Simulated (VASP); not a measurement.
# ErCl (P-6m2) in VASP: relaxation of shape and atoms at fixed volume with PBE

Aim: the relaxation of shape and atoms at fixed volume of ErCl with PBE.

Program: VASP 6.6.1. These are calculated values, not measurements. Logs are shortened: lines on timing, memory, paths and dates and some standing lists are left out, and cuts for length are marked.

### Step 1. The cell of the first run

Symmetry: P-6m2, No. 187, hexagonal system. The conventional cell has a = 3.476 Å, b = 3.476 Å, c = 4.388 Å, α = 90.00°, β = 90.00°, γ = 120.00°. Er (site symmetry -6m2) has 6 Cl at 2.97 Å and 6 Er at 3.48 Å within 3.9 Å. Within 3.9 Å of Cl (site symmetry -6m2) lie 6 Er at 2.97 Å and 6 Cl at 3.48 Å.

### Step 2. Relaxation of shape and atoms at fixed volume, PBE (22.96 Å³/atom)

File INCAR:

```
SYSTEM = ErCl
ALGO     = Normal         ! electronic algorithm
EDIFF    = 1E-7           ! SCF threshold, eV
EDIFFG   = -0.01          ! ionic threshold
ENCUT    = 500            ! plane-wave cutoff, eV
GGA      = PE             ! functional
GGA_COMPAT= .False.      
IBRION   = 2              ! ionic algorithm
ISIF     = 4              ! what is computed and relaxed
ISMEAR   = 0              ! smearing method
LASPH    = .True.         ! aspherical terms in the spheres
LCHARG   = .False.        ! write CHGCAR
LMAXMIX  = 6              ! l up to which the mixer works
LREAL    = .False.        ! projectors in reciprocal space
LWAVE    = .False.        ! write WAVECAR
NELM     = 200            ! most SCF steps
NELMIN   = 4            
NSW      = 50             ! ionic steps
PREC     = Accurate       ! precision mode
SIGMA    = 0.1            ! smearing width, eV
```

File KPOINTS:

```
k-points
0
Gamma
  18 18 14
  0 0 0
```

File POSCAR:

```
ErCl
1.0
    3.4760737944      0.0000000000      0.0000000000
   -1.7380368972      3.0103682114      0.0000000000
    0.0000000000      0.0000000000      4.3876007546
Er Cl
1 1
Direct
    0.0000000000      0.0000000000      0.5000000000
    0.6666666667      0.3333333333      0.0000000000
```

Potentials or basis: VASP PAW PBE potentials, release 64 (Er_3, Cl), 4f in core.

Run with:

```
> cat potpaw_PBE.64/Er_3/POTCAR potpaw_PBE.64/Cl/POTCAR > POTCAR
> mpirun -np 1 vasp_std > vasp.out
```

OUTCAR:

```text
SYSTEM = ErCl
   EDIFF = 1E-7
   EDIFFG = -0.01
   ENCUT = 500
   GGA = PE
   IBRION = 2
   ISIF = 4
   ISMEAR = 0
   LASPH = .True.
   LREAL = .False.
   NELM = 200
   NELMIN = 4
   NSW = 50
   PREC = Accurate

 ion  position               nearest neighbor table
   1  0.000  0.000  0.500-   2 2.97   2 2.97   2 2.97   2 2.97   2 2.97   2 2.97
   2  0.667  0.333  0.000-   1 2.97   1 2.97   1 2.97   1 2.97   1 2.97   1 2.97

  LATTYP: Found a hexagonal cell.
 ALAT       =     3.4760737944
 C/A-ratio  =     1.2622288864

  Lattice vectors:

 A1 = (   3.4760737944,   0.0000000000,   0.0000000000)
 A2 = (  -1.7380368972,   3.0103682114,   0.0000000000)
 A3 = (   0.0000000000,   0.0000000000,   4.3876007546)

Analysis of symmetry for initial positions (statically):
=====================================================================
 Subroutine PRICEL returns:
 Original cell was already a primitive cell.

 Routine SETGRP: Setting up the symmetry group for a
 hexagonal supercell.

 Subroutine GETGRP returns: Found 12 space group operations
 (whereof 12 operations were pure point group operations)
 out of a pool of 24 trial point group operations.

The static configuration has the point symmetry D_3h.

Analysis of symmetry for dynamics (positions and initial velocities):
=====================================================================
 Subroutine PRICEL returns:
 Original cell was already a primitive cell.

 Routine SETGRP: Setting up the symmetry group for a
 hexagonal supercell.

 Subroutine GETGRP returns: Found 12 space group operations
 (whereof 12 operations were pure point group operations)
 out of a pool of 24 trial point group operations.

The dynamic configuration has the point symmetry D_3h.

 Subroutine INISYM returns: Found 12 space group operations
 (whereof 12 operations are pure point group operations),
 and found     1 'primitive' translations

----------------------------------------------------------------------------------------

                                     Primitive cell

  volume of cell :      45.9130

  direct lattice vectors                    reciprocal lattice vectors
     3.476073794  0.000000000  0.000000000     0.287680889  0.166092639  0.000000000
    -1.738036897  3.010368211  0.000000000     0.000000000  0.332185278  0.000000000
     0.000000000  0.000000000  4.387600755     0.000000000  0.000000000  0.227914994

  length of vectors
     3.476073794  3.476073794  4.387600755     0.332185278  0.332185278  0.227914994

  position of ions in fractional coordinates (direct lattice)
     0.000000000  0.000000000  0.500000000
     0.666666667  0.333333333  0.000000000

  ion indices of the primitive-cell ions
   primitive index   ion index
                 1           1
                 2           2

----------------------------------------------------------------------------------------

 KPOINTS: k-points

Automatic generation of k-mesh.
 Grid dimensions read from file:
 generate k-points for:   18   18   14

 Generating k-lattice:

  Cartesian coordinates                     Fractional coordinates (reciprocal lattice)
     0.015982272  0.009227369  0.000000000     0.055555556 -0.000000000  0.000000000
     0.000000000  0.018454738  0.000000000     0.000000000  0.055555556  0.000000000
     0.000000000  0.000000000  0.016279642     0.000000000  0.000000000  0.071428571

  Length of vectors
     0.018454738  0.018454738  0.016279642

[... 61 lines left out ...]
   POTIM  = 0.5000    time-step for ionic-motion
   TEBEG  =    0.0;   TEEND  =   0.0 temperature during run
   PSTRESS=    0.0 pullay stress
   NELECT =      16.0000    total number of electrons
   NUPDOWN=      -1.0000    fix difference up-down
   EMIN   =  10.00;   EMAX   =-10.00  energy-range for DOS
   EFERMI =   0.00;   METHOD = LEGACY
   ISMEAR =     0;   SIGMA  =   0.10  broadening in eV -4-tet -1-fermi 0-gaus
   EFERMI_NEDOS =   21; number of points for ismear=-14 and -15
   IALGO  =     38    algorithm
   IMIX   =      4    mixing-type and parameters
     AMIX     =   0.40;   BMIX     =  1.00
     AMIX_MAG =   1.60;   BMIX_MAG =  1.00
  volume/ion in A,a.u.               =      22.96       154.92
  Fermi-wavevector in a.u.,A,eV,Ry     =   1.152045  2.177050 18.057769  1.327209
  Thomas-Fermi vector in A             =   2.288699
   LORBIT       =      0    0 simple, 1 ext, 2 COOP (PROOUT), +10 PAW based schemes
   GGA     = PE    functional components
   LHFCALC =     F    Hartree Fock is set to
   AEXX    =    0.0000 exact exchange contribution
   IVDW    =     0    specifies the selected vdW correction
   LEPSILON=     F    determine dielectric tensor
   LRPA    =     F    only Hartree local field effects (RPA)
 conjugate gradient relaxation of ions
 non-spin polarized calculation
 Gauss-broadening in eV      SIGMA  =   0.10
  energy-cutoff  :      500.00
  volume of cell :       45.91
 maximum number of plane-waves:      1191
 NGX is ok and might be reduce to    28
   NGX = 13   NGY = 13   NGZ = 15

--------------------------------------- Ionic step        1  -------------------------------------------

 number of electron      16.0000002 magnetization

 Free energy of the ion-electron system (eV)
  ---------------------------------------------------
  ext. energy  EPLUGINS =         0.00000000
  ---------------------------------------------------
  free energy    TOTEN  =        -8.77822221 eV

  energy without entropy =       -8.77709575  energy(sigma->0) =       -8.77765898

------------------------ aborting loop because EDIFF is reached ----------------------------------------

  FORCE on cell =-STRESS in cart. coord.  units (eV):
  Direction    XX          YY          ZZ          XY          YZ          ZX
  --------------------------------------------------------------------------------------
  -------------------------------------------------------------------------------------
  Total       -0.3860485     -0.3860485     -0.3001925      0.0000000      0.0000000      0.0000000
  in kB      -13.4715253    -13.4715253    -10.4755002      0.0000000      0.0000000      0.0000000
  external PRESSURE =     -12.4728502 kB  Pullay stress =       0.0000000 kB

 VOLUME and BASIS-vectors are now :
 -----------------------------------------------------------------------------
  energy-cutoff  :      500.00
  volume of cell :       45.91
      direct lattice vectors                 reciprocal lattice vectors
     3.476073794  0.000000000  0.000000000     0.287680889  0.166092639  0.000000000
    -1.738036897  3.010368211  0.000000000     0.000000000  0.332185278  0.000000000
     0.000000000  0.000000000  4.387600755     0.000000000  0.000000000  0.227914994

 POSITION                                       TOTAL-FORCE (eV/Angst)
 -----------------------------------------------------------------------------------
      0.00000      0.00000      2.19380        -0.000000      0.000000      0.000000
      1.73804      1.00346      0.00000         0.000000      0.000000      0.000000
 -----------------------------------------------------------------------------------
    total drift:                               -0.000000      0.000000      0.000000

  FREE ENERGIE OF THE ION-ELECTRON SYSTEM (eV)
  ---------------------------------------------------
  free  energy   TOTEN  =        -8.7782222111 eV

  energy  without entropy=       -8.7770957517  energy(sigma->0) =       -8.77765898

--------------------------------------- Ionic step        2  -------------------------------------------

 number of electron      16.0000002 magnetization

 Free energy of the ion-electron system (eV)
  ---------------------------------------------------
  ext. energy  EPLUGINS =         0.00000000
  ---------------------------------------------------
  free energy    TOTEN  =        -8.77830284 eV

  energy without entropy =       -8.77717041  energy(sigma->0) =       -8.77773662

 E-fermi :   5.8909     XC(G=0): -10.1477

 val. band max:        5.8703670204   @ k =   0.2222   0.2222   0.0714
 cond. band min:       5.8938667405   @ k =   0.3333   0.2778   0.0000
 fundamental gap:      0.0234997202
 Fermi energy:         5.8908779162

 k-point     1 :       0.0000    0.0000    0.0000
  band No.  band energies     occupation
      1     -20.1884      2.00000
      2     -19.5117      2.00000
      3     -19.5117      2.00000
      4     -12.8301      2.00000
      5      -0.9232      2.00000
      6       0.6543      2.00000
      7       0.6543      2.00000
      8       2.4264      2.00000
      9       6.2280      0.00000
     10       7.7602      0.00000
     11       7.7602      0.00000
     12       9.1115      0.00000
[... 331 lines left out ...]
 k-point    24 :       0.3889    0.1111    0.0000
  band No.  band energies     occupation
      1     -20.1030      2.00000
      2     -20.0048      2.00000
      3     -19.6661      2.00000
      4     -12.1197      2.00000
      5      -2.1770      2.00000
      6      -1.1106      2.00000
      7      -0.0917      2.00000
      8       4.6421      2.00000
      9       6.7402      0.00000
     10       7.2742      0.00000
     11       8.6128      0.00000
     12       8.7959      0.00000

 [... further k-points ...]

------------------------ aborting loop because EDIFF is reached ----------------------------------------

  FORCE on cell =-STRESS in cart. coord.  units (eV):
  Direction    XX          YY          ZZ          XY          YZ          ZX
  --------------------------------------------------------------------------------------
  -------------------------------------------------------------------------------------
  Total       -0.3607981     -0.3607981     -0.3313531      0.0000000      0.0000000     -0.0000000
  in kB      -12.5903893    -12.5903893    -11.5628756      0.0000000      0.0000000     -0.0000000
  external PRESSURE =     -12.2478847 kB  Pullay stress =       0.0000000 kB

 VOLUME and BASIS-vectors are now :
 -----------------------------------------------------------------------------
  energy-cutoff  :      500.00
  volume of cell :       45.91
      direct lattice vectors                 reciprocal lattice vectors
     3.473675845  0.000000000  0.000000000     0.287879481  0.166207296  0.000000000
    -1.736837923  3.008291527 -0.000000000     0.000000000  0.332414592  0.000000000
    -0.000000000  0.000000000  4.393660545    -0.000000000  0.000000000  0.227600651

 POSITION                                       TOTAL-FORCE (eV/Angst)
 -----------------------------------------------------------------------------------
      3.47368      0.00000      2.19683         0.000000      0.000000      0.000000
      1.73684      1.00276      0.00000        -0.000000     -0.000000     -0.000000
 -----------------------------------------------------------------------------------
    total drift:                               -0.000000      0.000000      0.000000

  FREE ENERGIE OF THE ION-ELECTRON SYSTEM (eV)
  ---------------------------------------------------
  free  energy   TOTEN  =        -8.7783028387 eV

  energy  without entropy=       -8.7771704089  energy(sigma->0) =       -8.77773662

 reached required accuracy - stopping structural energy minimisation
```

It took 85 s on 1 thread of Intel Xeon 6975P-C (Granite Rapids), shared host; peak memory 0.3 GiB.

Results:

```yaml
Free_energy: -8.7783 eV
Energy_gained_by_relaxing: 0.0 meV/atom
Ionic_steps: 2
Pressure_after_relaxing: -1.2 GPa
Band_gap_on_the_k_mesh: zero (bands 8 and 9 overlap by 0.12 eV)
```

Final structure:
```xyz
2
Lattice="3.4737 0.0000 0.0000 -1.7368 3.0083 0.0000 0.0000 0.0000 4.3937" Properties=species:S:1:pos:R:3 pbc="T T T"
Er    3.4737    0.0000    2.1968
Cl    1.7368    1.0028    0.0000
```

Levels at points of the mesh, in eV from the Fermi level:
```tsv
k point	band 6	band 7	band 8	band 9	band 10	band 11
(0.00, 0.00, 0.00)	-5.24	-5.24	-3.46	0.34	1.87	1.87
(0.50, 0.00, 0.00)	-7.02	-5.69	-1.62	1.52	1.53	2.03
(0.00, 0.00, 0.50)	-5.22	-5.22	-1.14	1.19	1.19	2.93
(0.50, 0.00, 0.50)	-7.10	-5.99	-1.31	0.96	1.78	3.94
```

Caveat: spin-orbit coupling is left out, which moves the levels of the heavy elements; the 4f electrons are frozen in the core, so they carry no moment and show no levels; the run has no spin polarisation, though such a crystal can be magnetic.

The gap in the log of VASP goes by the Fermi energy; the results here count the filled bands.